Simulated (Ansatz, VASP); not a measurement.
## One calculation of Co, two programs

```xyz
2
Lattice="0.0000 2.5348 2.5348 2.5348 0.0000 2.5348 2.5348 2.5348 0.0000" Properties=species:S:1:pos:R:3 pbc="T T T"
Co    0.6337    0.6337    0.6337
Co    4.4359    4.4359    4.4359
```

Alike in both runs: task single point; functional RPBE; k mesh 12 × 12 × 12; occupations fermi-dirac, width 0.05 eV; collinear spin.

|  | VASP | Ansatz |
| --- | --- | --- |
| version | VASP 6.6.1 | Ansatz 0.2.0 |
| potentials or method | VASP PAW PBE potentials, release 64 (Co), cutoff 520 eV | plane waves (420 eV) with PAW, scalar-relativistic |
| valence electrons in the cell | 18 | 34 |

|  | VASP | Ansatz | Ansatz less VASP |
| --- | --- | --- | --- |
| pressure (GPa) | 3.4 | 4.0 | +0.61 |
| net moment per atom (μB) | 1.73 | 1.73 | +0.004 |
| size of the moment on the site where the two differ most (μB) | 1.72 | 1.76 | +0.032 |

VASP's potentials were made for PBE, not for RPBE. Site moments also hang on the region over which each program counts them. The functional is the same, so the differences come from potentials, cutoffs and numerics. VASP's potentials hold 18 valence electrons a cell and Ansatz's 34, so a difference there can come from the potentials and not from the codes.
